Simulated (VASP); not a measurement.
**KCl: single point with PBE**

Crystal: KCl.

```
K Cl
1.0
     0.00000   -3.18978   -3.18978
    -3.18978    0.00000   -3.18978
     3.18978    3.18978   -6.37957
K Cl
2 2
Direct
  0.96865 0.04042 0.00000
  0.53135 0.45958 0.50000
  0.75000 0.75000 0.75000
  0.25000 0.25000 0.25000
```

This cell differs from its parent crystal: atoms displaced along a vibrational mode.

```
Program                : VASP 6.6.1
Task                   : single point
Functional             : PBE
Potentials or basis    : VASP PAW PBE potentials, release 64 (K_sv, Cl)
Cutoff                 : 520 eV
k mesh                 : 6 × 6 × 6
Occupations            : gaussian, width 0.05 eV
Spin                   : no spin polarisation
Dipole correction      : no
Further INCAR settings : ALGO = Normal; EDIFF = 1e-07; NBANDS = 24
```

- Pressure: 0.2 GPa
- Largest force: 0.208 eV/Å
- Band gap on the k mesh: 5.05 eV

Forces on the atoms (eV/Å):
```
K    0.164 -0.123  0.034
K   -0.164  0.123 -0.034
Cl   0.000  0.000  0.000
Cl   0.000  0.000  0.000
```

Stress tensor (GPa, compression positive):
```
 0.35  0.07 -0.03
 0.07  0.21  0.00
-0.03  0.00  0.03
```

Levels at points of the mesh, in eV from the valence-band top:
```
           k point  band 12  band 13  band 14  band 15  band 16  band 17  band 18  band 19  band 20  band 21
(0.00, 0.00, 0.00)    -0.29    -0.29    -0.01     0.00     0.00     5.05     7.42     8.32     8.36     8.41
(0.50, 0.00, 0.00)    -0.71    -0.38    -0.36    -0.28    -0.23     7.37     7.37     8.04     8.14     9.86
(0.00, 0.50, 0.00)    -0.70    -0.38    -0.36    -0.29    -0.22     7.37     7.38     8.03     8.15     9.83
(0.50, 0.50, 0.50)    -0.71    -0.37    -0.37    -0.26    -0.24     7.37     7.37     8.08     8.10     9.91
(0.50, 0.50, 0.00)    -0.63    -0.30    -0.30    -0.22    -0.20     6.59     7.44     8.14     8.44     9.83
(0.00, 0.50, 0.50)    -0.62    -0.31    -0.30    -0.22    -0.20     6.57     7.47     8.17     8.46     9.72
(0.50, 0.00, 0.50)    -0.63    -0.30    -0.30    -0.22    -0.20     6.58     7.46     8.16     8.45     9.77
(0.00, 0.00, 0.50)    -0.55    -0.19    -0.18    -0.12    -0.12     6.26     6.27     8.07     8.07     9.08
```

Run time: 3.3 min on 1 thread of Intel(R) Xeon(R) 6975P-C (Granite Rapids), on a shared host, peak memory 0.45 GiB.

Caveat: the cell differs from its parent crystal (atoms displaced along a vibrational mode). A k mesh can miss the band edges.
